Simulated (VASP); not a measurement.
# InSb (F-43m) in VASP: further runs

Runs on InSb. Level: LDA. Tasks: single point.

Program: VASP 6.6.1. These are calculated values, not measurements. Logs are shortened: lines on timing, memory, paths and dates and some standing lists are left out, and cuts for length are marked.

**The experiment to reproduce.**

“Electronic Structure and Epitaxy of CdTe Shells on InSb Nanowires”, 2021, arxiv:2111.05126 quotes, for a bulk crystal of InSb: band gap 0.24 eV.

The results are compared with them further down.

## Step 1: The cell of the first run

It takes space group F-43m (No. 216, cubic). The conventional cell has a = 6.450 Å, b = 6.450 Å, c = 6.450 Å, α = 90.00°, β = 90.00°, γ = 90.00°. In (site symmetry -43m) has 4 Sb at 2.79 Å within 3.7 Å. Sb (site symmetry -43m) has 4 In at 2.79 Å within 3.7 Å.

## Step 2: Single point, LDA

INCAR

```
SYSTEM = InSb
PREC = Accurate
ENCUT = 520
EDIFF = 1E-7
ISMEAR = 0
SIGMA = 0.1
LREAL = .FALSE.
LASPH = .TRUE.
NELM = 80
ALGO = Normal
ISIF = 2
LWAVE = .FALSE.
LCHARG = .FALSE.
GGA = CA
NBANDS = 16
```

KPOINTS

```
Automatic mesh
0
G
  12 12 12
  0 0 0
```

POSCAR

```
InSb
1.0
    0.0000000000      3.2250616783      3.2250616783
    3.2250616783      0.0000000000      3.2250616783
    3.2250616783      3.2250616783      0.0000000000
In Sb
1 1
Direct
    0.0000000000      0.0000000000      0.0000000000
    0.2500000000      0.2500000000      0.2500000000
```

Potentials or basis: VASP PAW LDA potentials, release 64 (In_d, Sb).

On the command line:

```bash
> cat potpaw_LDA.64/In_d/POTCAR potpaw_LDA.64/Sb/POTCAR > POTCAR
> mpirun -np 1 vasp_std > vasp.out
```

OUTCAR:

```text
SYSTEM = InSb
   PREC = Accurate
   ENCUT = 520
   EDIFF = 1E-7
   ISMEAR = 0
   LREAL = .FALSE.
   LASPH = .TRUE.
   NELM = 80
   ISIF = 2
   GGA = CA

 ion  position               nearest neighbor table
   1  0.000  0.000  0.000-   2 2.79   2 2.79   2 2.79   2 2.79
   2  0.250  0.250  0.250-   1 2.79   1 2.79   1 2.79   1 2.79

  LATTYP: Found a face centered cubic cell.
 ALAT       =     6.4501233566

  Lattice vectors:

 A1 = (   0.0000000000,   3.2250616783,   3.2250616783)
 A2 = (   3.2250616783,   0.0000000000,   3.2250616783)
 A3 = (   3.2250616783,   3.2250616783,   0.0000000000)

Analysis of symmetry for initial positions (statically):
=====================================================================
 Subroutine PRICEL returns:
 Original cell was already a primitive cell.

 Routine SETGRP: Setting up the symmetry group for a
 face centered cubic supercell.

 Subroutine GETGRP returns: Found 24 space group operations
 (whereof 24 operations were pure point group operations)
 out of a pool of 48 trial point group operations.

The static configuration has the point symmetry T_d .

Analysis of symmetry for dynamics (positions and initial velocities):
=====================================================================
 Subroutine PRICEL returns:
 Original cell was already a primitive cell.

 Routine SETGRP: Setting up the symmetry group for a
 face centered cubic supercell.

 Subroutine GETGRP returns: Found 24 space group operations
 (whereof 24 operations were pure point group operations)
 out of a pool of 48 trial point group operations.

The dynamic configuration has the point symmetry T_d .

 Subroutine INISYM returns: Found 24 space group operations
 (whereof 24 operations are pure point group operations),
 and found     1 'primitive' translations

----------------------------------------------------------------------------------------

                                     Primitive cell

  volume of cell :      67.0879

  direct lattice vectors                    reciprocal lattice vectors
     0.000000000  3.225061678  3.225061678    -0.155035795  0.155035795  0.155035795
     3.225061678  0.000000000  3.225061678     0.155035795 -0.155035795  0.155035795
     3.225061678  3.225061678  0.000000000     0.155035795  0.155035795 -0.155035795

  length of vectors
     4.560925965  4.560925965  4.560925965     0.268529873  0.268529873  0.268529873

  position of ions in fractional coordinates (direct lattice)
     0.000000000  0.000000000  0.000000000
     0.250000000  0.250000000  0.250000000

  ion indices of the primitive-cell ions
   primitive index   ion index
                 1           1
                 2           2

----------------------------------------------------------------------------------------

 KPOINTS: Automatic mesh

Automatic generation of k-mesh.
 Grid dimensions read from file:
 generate k-points for:   12   12   12

 Generating k-lattice:

  Cartesian coordinates                     Fractional coordinates (reciprocal lattice)
    -0.012919650  0.012919650  0.012919650     0.083333333  0.000000000  0.000000000
     0.012919650 -0.012919650  0.012919650     0.000000000  0.083333333  0.000000000
     0.012919650  0.012919650 -0.012919650     0.000000000  0.000000000  0.083333333

  Length of vectors
     0.022377489  0.022377489  0.022377489

  Shift w.r.t. Gamma in fractional coordinates (k-lattice)
     0.000000000  0.000000000  0.000000000

 Subroutine IBZKPT returns following result:
 ===========================================

 Found     72 irreducible k-points:

 Following reciprocal coordinates:
            Coordinates               Weight
  0.000000  0.000000  0.000000      1.000000
  0.083333  0.000000  0.000000      8.000000
  0.166667  0.000000  0.000000      8.000000
  0.250000  0.000000  0.000000      8.000000
  0.333333  0.000000  0.000000      8.000000
  0.416667  0.000000  0.000000      8.000000
[... 16 lines left out ...]
  0.500000  0.166667  0.000000     24.000000
 -0.416667  0.166667  0.000000     24.000000
 [... further k-points ...]
   k-points           NKPTS =     72   k-points in BZ     NKDIM =     72   number of bands    NBANDS=     16
   number of dos      NEDOS =    301   number of ions     NIONS =      2
   total plane-waves  NPLWV =  46656
   dimension x,y,z NGX =    36 NGY =   36 NGZ =   36
   dimension x,y,z NGXF=    72 NGYF=   72 NGZF=   72
   ions per type =               1   1
   NGX,Y,Z   is equivalent  to a cutoff of  13.12, 13.12, 13.12 a.u.
   NGXF,Y,Z  is equivalent  to a cutoff of  26.24, 26.24, 26.24 a.u.
 SYSTEM =  InSb
   PREC   = accura    normal or accurate (medium, high low for compatibility)
   ISTART =      0    job   : 0-new  1-cont  2-samecut
   ICHARG =      2    charge: 1-file 2-atom 10-const
   ISPIN  =      1    spin polarized calculation?
   LNONCOLLINEAR =      F non collinear calculations
   LSORBIT =      F    spin-orbit coupling
   LASPH  =      T    aspherical Exc in radial PAW
   ENCUT  =  520.0 eV  38.22 Ry    6.18 a.u.   8.48  8.48  8.48*2*pi/ulx,y,z
   NELM   =     80;   NELMIN=  2; NELMDL= -5     # of ELM steps
   EDIFF  = 0.1E-06   stopping-criterion for ELM
   LREAL  =      F    real-space projection
   EDIFFG = 0.1E-05   stopping-criterion for IOM
   NSW    =      0    number of steps for IOM
   IBRION =     -1    ionic relax: 0-MD 1-quasi-New 2-CG
   NFREE  =      0    steps in history (QN), initial steepest desc. (CG)
   ISIF   =      2    stress and relaxation
   ISYM   =      2    0-nonsym 1-usesym 2-fastsym
   POTIM  = 0.5000    time-step for ionic-motion
   TEBEG  =    0.0;   TEEND  =   0.0 temperature during run
   PSTRESS=    0.0 pullay stress
   NELECT =      18.0000    total number of electrons
   NUPDOWN=      -1.0000    fix difference up-down
   EMIN   =  10.00;   EMAX   =-10.00  energy-range for DOS
   EFERMI =   0.00;   METHOD = LEGACY
   ISMEAR =     0;   SIGMA  =   0.10  broadening in eV -4-tet -1-fermi 0-gaus
   EFERMI_NEDOS =   21; number of points for ismear=-14 and -15
   IALGO  =     38    algorithm
   IMIX   =      4    mixing-type and parameters
     AMIX     =   0.40;   BMIX     =  1.00
     AMIX_MAG =   1.60;   BMIX_MAG =  1.00
  volume/ion in A,a.u.               =      33.54       226.37
  Fermi-wavevector in a.u.,A,eV,Ry     =   1.055887  1.995338 15.169113  1.114898
  Thomas-Fermi vector in A             =   2.191103
   LORBIT       =      0    0 simple, 1 ext, 2 COOP (PROOUT), +10 PAW based schemes
   GGA     = CA    functional components
   LHFCALC =     F    Hartree Fock is set to
   AEXX    =    0.0000 exact exchange contribution
   IVDW    =     0    specifies the selected vdW correction
   LEPSILON=     F    determine dielectric tensor
   LRPA    =     F    only Hartree local field effects (RPA)
 non-spin polarized calculation
 Gauss-broadening in eV      SIGMA  =   0.10
  energy-cutoff  :      520.00
  volume of cell :       67.09
 maximum number of plane-waves:      1828
 NGX is ok and might be reduce to    36

 number of electron      17.9999996 magnetization

 Free energy of the ion-electron system (eV)
  ---------------------------------------------------
  ext. energy  EPLUGINS =         0.00000000
  ---------------------------------------------------
  free energy    TOTEN  =        -8.21673233 eV

  energy without entropy =       -8.21658966  energy(sigma->0) =       -8.21666100

 E-fermi :   5.0863     XC(G=0):  -9.0487

 val. band max:        5.0331161671   @ k =   0.0000   0.0000   0.0000
 cond. band min:       5.4776065941   @ k =   0.5000   0.0000   0.0000
 fundamental gap:      0.4444904270
 Fermi energy:         5.0862965483

 k-point     1 :       0.0000    0.0000    0.0000
  band No.  band energies     occupation
      1      -9.5544      2.00000
      2      -9.5544      2.00000
      3      -9.5544      2.00000
      4      -9.4632      2.00000
      5      -9.4632      2.00000
      6      -5.8256      2.00000
[... 8 lines left out ...]
     15      13.3200      0.00000
     16      13.3200      0.00000

 k-point     2 :       0.0833    0.0000    0.0000
  band No.  band energies     occupation
      1      -9.5580      2.00000
      2      -9.5528      2.00000
      3      -9.5528      2.00000
      4      -9.4633      2.00000
      5      -9.4633      2.00000
      6      -5.7607      2.00000
[... 8 lines left out ...]
     15      12.7582      0.00000
     16      12.7582      0.00000

 k-point     3 :       0.1667    0.0000    0.0000
  band No.  band energies     occupation
      1      -9.5678      2.00000
      2      -9.5486      2.00000
      3      -9.5486      2.00000
      4      -9.4636      2.00000
      5      -9.4636      2.00000
      6      -5.5710      2.00000
[... 8 lines left out ...]
     15      12.3186      0.00000
     16      12.3186      0.00000

 k-point     4 :       0.2500    0.0000    0.0000
  band No.  band energies     occupation
      1      -9.5811      2.00000
      2      -9.5432      2.00000
      3      -9.5432      2.00000
      4      -9.4635      2.00000
      5      -9.4635      2.00000
      6      -5.2738      2.00000
[... 8 lines left out ...]
     15      12.2899      0.00000
     16      12.2899      0.00000

 k-point     5 :       0.3333    0.0000    0.0000
  band No.  band energies     occupation
      1      -9.5942      2.00000
      2      -9.5384      2.00000
      3      -9.5384      2.00000
      4      -9.4629      2.00000
      5      -9.4629      2.00000
      6      -4.9101      2.00000
[... 8 lines left out ...]
     15      12.7355      0.00000
     16      12.7355      0.00000

 k-point     6 :       0.4167    0.0000    0.0000
  band No.  band energies     occupation
      1      -9.6036      2.00000
      2      -9.5352      2.00000
      3      -9.5352      2.00000
      4      -9.4620      2.00000
      5      -9.4620      2.00000
      6      -4.5714      2.00000
[... 8 lines left out ...]
     15      13.5310      0.00000
     16      13.5310      0.00000

 k-point     7 :       0.5000    0.0000    0.0000
  band No.  band energies     occupation
      1      -9.6071      2.00000
      2      -9.5342      2.00000
      3      -9.5342      2.00000
      4      -9.4615      2.00000
      5      -9.4615      2.00000
      6      -4.4216      2.00000
[... 8 lines left out ...]
     15      14.1759      0.00000
     16      14.1759      0.00000

 k-point     8 :       0.0833    0.0833    0.0000
  band No.  band energies     occupation
      1      -9.5610      2.00000
      2      -9.5513      2.00000
      3      -9.5513      2.00000
      4      -9.4643      2.00000
      5      -9.4626      2.00000
      6      -5.7390      2.00000
[... 8 lines left out ...]
     15      12.1282      0.00000
     16      13.3883      0.00000

 k-point     9 :       0.1667    0.0833    0.0000
  band No.  band energies     occupation
      1      -9.5694      2.00000
      2      -9.5478      2.00000
      3      -9.5471      2.00000
      4      -9.4654      2.00000
      5      -9.4621      2.00000
      6      -5.5906      2.00000
[... 8 lines left out ...]
     15      11.8842      0.00000
     16      13.0251      0.00000
[... 172 lines left out ...]
 k-point    19 :       0.1667    0.1667    0.0000
  band No.  band energies     occupation
      1      -9.5784      2.00000
      2      -9.5428      2.00000
      3      -9.5428      2.00000
      4      -9.4676      2.00000
      5      -9.4609      2.00000
      6      -5.4847      2.00000
[... 8 lines left out ...]
     15      12.3040      0.00000
     16      13.5923      0.00000

 k-point    20 :       0.2500    0.1667    0.0000
  band No.  band energies     occupation
      1      -9.5894      2.00000
      2      -9.5379      2.00000
      3      -9.5371      2.00000
      4      -9.4695      2.00000
      5      -9.4599      2.00000
      6      -5.2619      2.00000
[... 8 lines left out ...]
     15      13.0109      0.00000
     16      13.5116      0.00000

 k-point    21 :       0.3333    0.1667    0.0000
  band No.  band energies     occupation
      1      -9.6001      2.00000
      2      -9.5339      2.00000
      3      -9.5318      2.00000
      4      -9.4703      2.00000
      5      -9.4593      2.00000
      6      -4.9457      2.00000
[... 8 lines left out ...]
     15      13.2633      0.00000
     16      13.6857      0.00000

 k-point    22 :       0.4167    0.1667    0.0000
  band No.  band energies     occupation
      1      -9.6086      2.00000
      2      -9.5312      2.00000
      3      -9.5282      2.00000
      4      -9.4695      2.00000
      5      -9.4593      2.00000
      6      -4.5899      2.00000
[... 8 lines left out ...]
     15      13.5814      0.00000
     16      14.2415      0.00000

 k-point    23 :       0.5000    0.1667    0.0000
  band No.  band energies     occupation
      1      -9.6132      2.00000
      2      -9.5299      2.00000
      3      -9.5268      2.00000
      4      -9.4674      2.00000
      5      -9.4603      2.00000
      6      -4.3083      2.00000
[... 8 lines left out ...]
     15      13.9847      0.00000
     16      14.2689      0.00000

 k-point    24 :      -0.4167    0.1667    0.0000
  band No.  band energies     occupation
      1      -9.6128      2.00000
      2      -9.5299      2.00000
      3      -9.5278      2.00000
      4      -9.4651      2.00000
      5      -9.4623      2.00000
      6      -4.2635      2.00000
[... 8 lines left out ...]
     15      13.2447      0.00000
     16      13.5237      0.00000

 [... further k-points ...]
[... 5 lines left out ...]
  --------------------------------------------------------------------------------------
  -------------------------------------------------------------------------------------
  Total        0.0346231      0.0346231      0.0346231      0.0000000      0.0000000     -0.0000000
  in kB        0.8268621      0.8268621      0.8268621      0.0000000      0.0000000     -0.0000000
  external PRESSURE =       0.8268621 kB  Pullay stress =       0.0000000 kB

 VOLUME and BASIS-vectors are now :
 -----------------------------------------------------------------------------
  energy-cutoff  :      520.00
  volume of cell :       67.09
      direct lattice vectors                 reciprocal lattice vectors
     0.000000000  3.225061678  3.225061678    -0.155035795  0.155035795  0.155035795
     3.225061678  0.000000000  3.225061678     0.155035795 -0.155035795  0.155035795
     3.225061678  3.225061678  0.000000000     0.155035795  0.155035795 -0.155035795

 POSITION                                       TOTAL-FORCE (eV/Angst)
 -----------------------------------------------------------------------------------
      0.00000      0.00000      0.00000        -0.000000     -0.000000     -0.000000
      1.61253      1.61253      1.61253         0.000000      0.000000      0.000000
 -----------------------------------------------------------------------------------
    total drift:                               -0.000000     -0.000000     -0.000000

  FREE ENERGIE OF THE ION-ELECTRON SYSTEM (eV)
  ---------------------------------------------------
  free  energy   TOTEN  =        -8.2167323344 eV

  energy  without entropy=       -8.2165896621  energy(sigma->0) =       -8.21666100
```

Run time: 54 s. Hardware: 1 thread of AMD EPYC 9R14 (Zen 4), shared host; peak memory 0.19 GiB.

What came out:

| Item | Value |
| --- | --- |
| Free energy | -8.2167 eV |
| Pressure | 0.1 GPa |
| Band gap on the k mesh | zero (filled and empty bands touch) |

Caveat: spin-orbit coupling is left out, which moves the levels of the heavy elements.

## Step 3: Single point, LDA

This run uses another cell than the first one, of the same volume but with other edges.

INCAR

```
ALGO = Normal
EDIFF = 1E-6
ENCUT = 520
ISIF = 2
ISMEAR = 0
ISYM = 0
LASPH = True
LCHARG = True
LELF = True
LREAL = False
LVHAR = True
LWAVE = False
NBANDS = 16
NELM = 80
PREC = Accurate
SIGMA = 0.1
```

KPOINTS

```
k-points
0
Gamma
  8 6 15
```

POSCAR

```
InSb
1.0
    4.5609259649      0.0000000000      0.0000000000
    0.0000000000      6.4501233566      0.0000000000
    2.2804629825     -3.2250616783      2.2804629825
In Sb
1 1
Direct
    0.0000000000      0.0000000000      0.0000000000
    0.5000000000      0.2500000000      0.0000000000
```

Potentials or basis: VASP PAW LDA potentials, release 64 (In_d, Sb).

On the command line:

```bash
> cat potpaw_LDA.64/In_d/POTCAR potpaw_LDA.64/Sb/POTCAR > POTCAR
> mpirun -np 1 vasp_std > vasp.out
```

Run time: 5.2 min. Hardware: 1 thread of AMD EPYC 7R13 (Zen 3), shared host; peak memory 0.48 GiB.

The run converged. Its results:

| Property | Result |
| --- | --- |
| Free energy | -8.2160 eV |
| Pressure | 0.1 GPa |
| Band gap on the k mesh | zero (filled and empty bands touch) |

Levels at points of the mesh, in eV from the Fermi level:
| k point | band 7 | band 8 | band 9 | band 10 | band 11 | band 12 |
| --- | --- | --- | --- | --- | --- | --- |
| (0.00, 0.00, 0.00) | -0.33 | -0.05 | -0.05 | -0.04 | 2.86 | 2.86 |
| (0.50, 0.00, 0.00) | -6.08 | -2.37 | -2.37 | 1.18 | 1.20 | 8.08 |
| (0.00, 0.50, 0.00) | -5.78 | -1.08 | -1.08 | 0.40 | 3.72 | 3.72 |
| (0.50, 0.50, 0.00) | -5.78 | -1.08 | -1.08 | 0.40 | 3.72 | 3.72 |

Caveat: spin-orbit coupling is left out, which moves the levels of the heavy elements.

## Step 4: Comparison with measurements

Step 2. A measured gap of InSb is 0.24 eV (quoted in “Electronic Structure and Epitaxy of CdTe Shells on InSb Nanowires”, 2021, arxiv:2111.05126); the calculated 0.00 eV misses it by -0.24 eV. Spin-orbit coupling on In, Sb is left out. The value is that of LDA on a finite k mesh, which can miss the band edges, without temperature or zero-point motion. Semilocal functionals fall short of measured gaps as a rule.

Step 3. Against the measured gap of InSb, 0.24 eV (quoted in “Electronic Structure and Epitaxy of CdTe Shells on InSb Nanowires”, 2021, arxiv:2111.05126), the calculated 0.00 eV is off by -0.24 eV. Spin-orbit coupling on In, Sb is left out. The value is that of LDA on a finite k mesh, which can miss the band edges, without temperature or zero-point motion. Semilocal functionals fall short of measured gaps as a rule.
